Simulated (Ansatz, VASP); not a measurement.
# One calculation of Mg, two programs

```
CELL_PARAMETERS angstrom
-1.73658 1.73658 1.73658
1.73658 -1.73658 1.73658
1.73658 1.73658 -1.73658
ATOMIC_POSITIONS crystal
Mg 0.00000 0.00000 0.00000
```

Alike in both runs: task single point; functional PBE; k mesh 14 × 14 × 14; occupations gaussian, width 0.05 eV; no spin polarisation.

|  | VASP | Ansatz |
| --- | --- | --- |
| version | VASP 6.6.1 | Ansatz 0.2.0 |
| potentials or method | VASP PAW PBE potentials, release 64 (Mg), cutoff 520 eV | scalar-relativistic, plane waves, PAW |
| valence electrons in the cell | 2 | 10 |

VASP gave:

- gap on the k mesh at the Fermi level (eV): none
- pressure (GPa): 3.7

Task: Which values does Ansatz return?

Result: gap on the k mesh at the Fermi level (eV): none; pressure (GPa): 3.8.

A gap of «none» marks a metal or a gap that the smearing closes. VASP's potentials hold 2 valence electrons a cell and Ansatz's 10, so a difference there can come from the potentials and not from the codes.
